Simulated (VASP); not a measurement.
# Ge (P-6m2) in VASP: single point with r2SCAN

Aim: the single point of Ge with r2SCAN.

Program: VASP 6.6.1. These are calculated values, not measurements. Logs are shortened: lines on timing, memory, paths and dates and some standing lists are left out, and cuts for length are marked.

### Step 1. The cell of the first run

It takes space group P-6m2 (No. 187, hexagonal). The conventional cell has a = 4.003 Å, b = 4.003 Å, c = 12.853 Å, α = 90.00°, β = 90.00°, γ = 120.00°. Ge (site symmetry 3m) has 4 Ge at 2.45 Å within 3.2 Å. Ge (site symmetry 3m) has 4 Ge at 2.45 Å within 3.2 Å. Ge (site symmetry 3m) has 4 Ge at 2.18 to 2.45 Å within 2.9 Å. Ge (site symmetry 3m) has 4 Ge at 2.45 to 2.48 Å within 3.2 Å.

### Step 2. Single point, r2SCAN

POSCAR reads:

```
Ge
1.0
   -4.0034553964      0.0000000000      0.0000000000
   -2.0017276982     -3.4670940762      0.0000000000
    0.0000000000      0.0000000000     12.8526505051
Ge
8
Direct
    0.0000000000      1.0000000000      0.1604973136
    0.0000000000      0.0000000000      0.3511734309
    0.0000000000      0.0000000000      0.6721680581
    0.0000000000      1.0000000000      0.8628441754
    0.3333333333      0.3333333333      0.0963131350
    0.6666666667      0.6666666667      0.4153576094
    0.6666666667      0.6666666667      0.6079838795
    0.3333333333      0.3333333333      0.9270283539
```

INCAR.step1 reads:

```
SYSTEM = Ge
ALGO = Normal
EDIFF = 1E-4
ENCUT = 520
GGA = PE
ISMEAR = 0
LASPH = .True.
LCHARG = .False.
LREAL = .False.
LWAVE = .True.
NBANDS = 66
NELM = 60
PREC = Accurate
SIGMA = 0.03
```

INCAR.step2 reads:

```
SYSTEM = Ge
ALGO = Normal
EDIFF = 1E-6
ENCUT = 520
ISIF = 2
ISMEAR = 0
ISTART = 1
LASPH = .True.
LCHARG = .False.
LMIXTAU = .True.
LREAL = .False.
LWAVE = .False.
METAGGA = R2SCAN
NBANDS = 66
NELM = 60
PREC = Accurate
SIGMA = 0.03
```

KPOINTS reads:

```
k-points
0
Gamma
  10 10 3
  0 0 0
```

Potentials or basis: VASP PAW PBE potentials, release 64 (Ge_d).

Launch:

```
> cat potpaw_PBE.64/Ge_d/POTCAR > POTCAR
> cp INCAR.step1 INCAR
> mpirun -np 1 vasp_std > vasp.out
> cp INCAR.step2 INCAR
> mpirun -np 1 vasp_std > vasp.out
```

OUTCAR:

```text
SYSTEM = Ge
   EDIFF = 1E-6
   ENCUT = 520
   ISIF = 2
   ISMEAR = 0
   ISTART = 1
   LASPH = .True.
   LREAL = .False.
   METAGGA = R2SCAN
   NELM = 60
   PREC = Accurate

 ion  position               nearest neighbor table
   1  0.000  0.000  0.160-   2 2.45   5 2.45   5 2.45   5 2.45
   2  0.000  0.000  0.351-   1 2.45   6 2.45   6 2.45   6 2.45
   3  0.000  0.000  0.672-   4 2.45   7 2.45   7 2.45   7 2.45
   4  0.000  0.000  0.863-   3 2.45   8 2.45   8 2.45   8 2.45
   5  0.333  0.333  0.096-   8 2.18   1 2.45   1 2.45   1 2.45
   6  0.667  0.667  0.415-   2 2.45   2 2.45   2 2.45   7 2.48
   7  0.667  0.667  0.608-   3 2.45   3 2.45   3 2.45   6 2.48
   8  0.333  0.333  0.927-   5 2.18   4 2.45   4 2.45   4 2.45

  LATTYP: Found a hexagonal cell.
 ALAT       =     4.0034553964
 C/A-ratio  =     3.2103893343

  Lattice vectors:

 A1 = (   2.0017276982,   3.4670940762,   0.0000000000)
 A2 = (  -4.0034553964,   0.0000000000,   0.0000000000)
 A3 = (   0.0000000000,   0.0000000000,  12.8526505051)

Analysis of symmetry for initial positions (statically):
=====================================================================
 Subroutine PRICEL returns:
 Original cell was already a primitive cell.

 Routine SETGRP: Setting up the symmetry group for a
 hexagonal supercell.

 Subroutine GETGRP returns: Found 12 space group operations
 (whereof  6 operations were pure point group operations)
 out of a pool of 24 trial point group operations.

The static configuration has the point symmetry C_3v.
 The point group associated with its full space group is D_3h.

Analysis of symmetry for dynamics (positions and initial velocities):
=====================================================================
 Subroutine PRICEL returns:
 Original cell was already a primitive cell.

 Routine SETGRP: Setting up the symmetry group for a
 hexagonal supercell.

 Subroutine GETGRP returns: Found 12 space group operations
 (whereof  6 operations were pure point group operations)
 out of a pool of 24 trial point group operations.

The dynamic configuration has the point symmetry C_3v.
 The point group associated with its full space group is D_3h.

 Subroutine INISYM returns: Found 12 space group operations
 (whereof  6 operations are pure point group operations),
 and found     1 'primitive' translations

----------------------------------------------------------------------------------------

                                     Primitive cell

  volume of cell :     178.3994

  direct lattice vectors                    reciprocal lattice vectors
    -4.003455396  0.000000000  0.000000000    -0.249784224  0.144212989  0.000000000
    -2.001727698 -3.467094076  0.000000000     0.000000000 -0.288425978  0.000000000
     0.000000000  0.000000000 12.852650505     0.000000000  0.000000000  0.077804963

  length of vectors
     4.003455396  4.003455396 12.852650505     0.288425978  0.288425978  0.077804963

  position of ions in fractional coordinates (direct lattice)
     0.000000000  0.000000000  0.160497314
     0.000000000  0.000000000  0.351173431
     0.000000000  0.000000000  0.672168058
     0.000000000  0.000000000  0.862844175
     0.333333333  0.333333333  0.096313135
     0.666666667  0.666666667  0.415357609
     0.666666667  0.666666667  0.607983879
     0.333333333  0.333333333  0.927028354

  ion indices of the primitive-cell ions
   primitive index   ion index
                 1           1
                 2           2
                 3           3
                 4           4
                 5           5
                 6           6
                 7           7
                 8           8

----------------------------------------------------------------------------------------

 KPOINTS: k-points

Automatic generation of k-mesh.
 Grid dimensions read from file:
 generate k-points for:   10   10    3

 Generating k-lattice:

  Cartesian coordinates                     Fractional coordinates (reciprocal lattice)
    -0.024978422  0.014421299  0.000000000     0.100000000  0.000000000  0.000000000
     0.000000000 -0.028842598  0.000000000     0.000000000  0.100000000  0.000000000
     0.000000000  0.000000000  0.025934988     0.000000000  0.000000000  0.333333333

  Length of vectors
     0.028842598  0.028842598  0.025934988

  Shift w.r.t. Gamma in fractional coordinates (k-lattice)
     0.000000000  0.000000000  0.000000000

 Subroutine IBZKPT returns following result:
 ===========================================

 Found     28 irreducible k-points:

 Following reciprocal coordinates:
            Coordinates               Weight
  0.000000  0.000000  0.000000      1.000000
  0.100000  0.000000  0.000000      6.000000
  0.200000  0.000000  0.000000      6.000000
  0.300000  0.000000  0.000000      6.000000
  0.400000  0.000000  0.000000      6.000000
  0.500000  0.000000  0.000000      3.000000
[... 16 lines left out ...]
  0.400000  0.100000  0.333333     24.000000
  0.500000  0.100000  0.333333     24.000000
 [... further k-points ...]
   k-points           NKPTS =     28   k-points in BZ     NKDIM =     28   number of bands    NBANDS=     66
   number of dos      NEDOS =    301   number of ions     NIONS =      8
   total plane-waves  NPLWV =  86400
   dimension x,y,z NGX =    30 NGY =   30 NGZ =   96
   dimension x,y,z NGXF=    60 NGYF=   60 NGZF=  192
   ions per type =               8
   NGX,Y,Z   is equivalent  to a cutoff of  12.46, 12.46, 12.42 a.u.
   NGXF,Y,Z  is equivalent  to a cutoff of  24.92, 24.92, 24.83 a.u.
 SYSTEM =  Ge
   PREC   = accura    normal or accurate (medium, high low for compatibility)
   ISTART =      1    job   : 0-new  1-cont  2-samecut
   ICHARG =      0    charge: 1-file 2-atom 10-const
   ISPIN  =      1    spin polarized calculation?
   LNONCOLLINEAR =      F non collinear calculations
   LSORBIT =      F    spin-orbit coupling
   LASPH  =      T    aspherical Exc in radial PAW
   ENCUT  =  520.0 eV  38.22 Ry    6.18 a.u.   7.44  7.44 23.90*2*pi/ulx,y,z
   NELM   =     60;   NELMIN=  2; NELMDL=  0     # of ELM steps
   EDIFF  = 0.1E-05   stopping-criterion for ELM
   LREAL  =      F    real-space projection
   EDIFFG = 0.1E-04   stopping-criterion for IOM
   NSW    =      0    number of steps for IOM
   IBRION =     -1    ionic relax: 0-MD 1-quasi-New 2-CG
   NFREE  =      0    steps in history (QN), initial steepest desc. (CG)
   ISIF   =      2    stress and relaxation
   ISYM   =      2    0-nonsym 1-usesym 2-fastsym
   POTIM  = 0.5000    time-step for ionic-motion
   TEBEG  =    0.0;   TEEND  =   0.0 temperature during run
   PSTRESS=    0.0 pullay stress
   NELECT =     112.0000    total number of electrons
   NUPDOWN=      -1.0000    fix difference up-down
   EMIN   =  10.00;   EMAX   =-10.00  energy-range for DOS
   EFERMI =   0.00;   METHOD = LEGACY
   ISMEAR =     0;   SIGMA  =   0.03  broadening in eV -4-tet -1-fermi 0-gaus
   EFERMI_NEDOS =   21; number of points for ismear=-14 and -15
   IALGO  =     38    algorithm
   IMIX   =      4    mixing-type and parameters
     AMIX     =   0.40;   BMIX     =  1.00
     AMIX_MAG =   1.60;   BMIX_MAG =  1.00
  volume/ion in A,a.u.               =      22.30       150.49
  Fermi-wavevector in a.u.,A,eV,Ry     =   1.401790  2.649000 26.735668  1.965016
  Thomas-Fermi vector in A             =   2.524617
   LORBIT       =      0    0 simple, 1 ext, 2 COOP (PROOUT), +10 PAW based schemes
   METAGGA = R2SCAN    functional components
   LHFCALC =     F    Hartree Fock is set to
   AEXX    =    0.0000 exact exchange contribution
   IVDW    =     0    specifies the selected vdW correction
   LEPSILON=     F    determine dielectric tensor
   LRPA    =     F    only Hartree local field effects (RPA)
 non-spin polarized calculation
 Gauss-broadening in eV      SIGMA  =   0.03
  energy-cutoff  :      520.00
  volume of cell :      178.40
 maximum number of plane-waves:      4842
 NGX is ok and might be reduce to    30
   NGX = 15   NGY = 15   NGZ = 47

 number of electron     112.0000093 magnetization

 Free energy of the ion-electron system (eV)
  ---------------------------------------------------
  ext. energy  EPLUGINS =         0.00000000
  ---------------------------------------------------
  free energy    TOTEN  =      -110.41165203 eV

  energy without entropy =     -110.41159358  energy(sigma->0) =     -110.41162281

 E-fermi :   5.1453     XC(G=0): -10.8909

 val. band max:        5.1105107078   @ k =   0.0000   0.0000   0.0000
 cond. band min:       5.1801988415   @ k =   0.0000   0.0000   0.3333
 fundamental gap:      0.0696881336
 Fermi energy:         5.1453303357

 k-point     1 :       0.0000    0.0000    0.0000
  band No.  band energies     occupation
      1     -20.8820      2.00000
      2     -20.7171      2.00000
      3     -20.7170      2.00000
      4     -20.6280      2.00000
      5     -20.6280      2.00000
      6     -20.6263      2.00000
[... 58 lines left out ...]
     65       8.2882      0.00000
     66       9.0767      0.00000

 k-point     2 :       0.1000    0.0000    0.0000
  band No.  band energies     occupation
      1     -20.8833      2.00000
      2     -20.7171      2.00000
      3     -20.7168      2.00000
      4     -20.6310      2.00000
      5     -20.6286      2.00000
      6     -20.6246      2.00000
[... 58 lines left out ...]
     65       8.7220      0.00000
     66       8.9594      0.00000

 k-point     3 :       0.2000    0.0000    0.0000
  band No.  band energies     occupation
      1     -20.8866      2.00000
      2     -20.7169      2.00000
      3     -20.7156      2.00000
      4     -20.6372      2.00000
      5     -20.6285      2.00000
      6     -20.6209      2.00000
[... 1438 lines left out ...]
     65       9.6250      0.00000
     66      10.7015      0.00000

 k-point    24 :       0.5000    0.1000    0.3333
  band No.  band energies     occupation
      1     -20.8939      2.00000
      2     -20.7154      2.00000
      3     -20.7084      2.00000
      4     -20.6541      2.00000
      5     -20.6239      2.00000
      6     -20.6132      2.00000
[... 58 lines left out ...]
     65       9.4232      0.00000
     66      10.5256      0.00000

 [... further k-points ...]
[... 5 lines left out ...]
  --------------------------------------------------------------------------------------
  -------------------------------------------------------------------------------------
  Total       -0.0586827     -0.0586827      9.3569099      0.0000000      0.0000000      0.0000000
  in kB       -0.5270202     -0.5270202     84.0329694      0.0000000      0.0000000      0.0000000
  external PRESSURE =      27.6596430 kB  Pullay stress =       0.0000000 kB

 VOLUME and BASIS-vectors are now :
 -----------------------------------------------------------------------------
  energy-cutoff  :      520.00
  volume of cell :      178.40
      direct lattice vectors                 reciprocal lattice vectors
    -4.003455396  0.000000000  0.000000000    -0.249784224  0.144212989  0.000000000
    -2.001727698 -3.467094076  0.000000000     0.000000000 -0.288425978  0.000000000
     0.000000000  0.000000000 12.852650505     0.000000000  0.000000000  0.077804963

 POSITION                                       TOTAL-FORCE (eV/Angst)
 -----------------------------------------------------------------------------------
      0.00000      0.00000      2.06282         0.000000      0.000000      0.390332
      0.00000      0.00000      4.51351        -0.000000      0.000000     -0.005905
      0.00000      0.00000      8.63914         0.000000      0.000000      0.005905
      0.00000      0.00000     11.08983         0.000000      0.000000     -0.390332
     -2.00173     -1.15570      1.23788        -0.000000     -0.000000      3.674665
     -4.00346     -2.31140      5.33845         0.000000     -0.000000      0.000625
     -4.00346     -2.31140      7.81420        -0.000000     -0.000000     -0.000625
     -2.00173     -1.15570     11.91477         0.000000     -0.000000     -3.674665
 -----------------------------------------------------------------------------------
    total drift:                                0.000001      0.000000     -0.001086

  FREE ENERGIE OF THE ION-ELECTRON SYSTEM (eV)
  ---------------------------------------------------
  free  energy   TOTEN  =      -110.4116520330 eV

  energy  without entropy=     -110.4115935813  energy(sigma->0) =     -110.41162281
```

It took 15 min on 1 thread of AMD EPYC 9R45 (Zen 5), shared host; peak memory 0.41 GiB.

What came out:

| Property | Result |
| --- | --- |
| Free energy | -110.4117 eV |
| Pressure | 2.8 GPa |
| Largest force | 3.675 eV/Å |
| Band gap on the k mesh | 0.07 eV, indirect (least direct gap 0.14 eV) |

Forces on the atoms (eV/Å):
```
Ge   0.000  0.000  0.390
Ge   0.000  0.000 -0.006
Ge   0.000  0.000  0.006
Ge   0.000  0.000 -0.390
Ge   0.000  0.000  3.675
Ge   0.000  0.000  0.001
Ge   0.000  0.000 -0.001
Ge   0.000  0.000 -3.675
```

Caveat: the PAW data sets were made with another functional, which shifts forces and pressure a little.
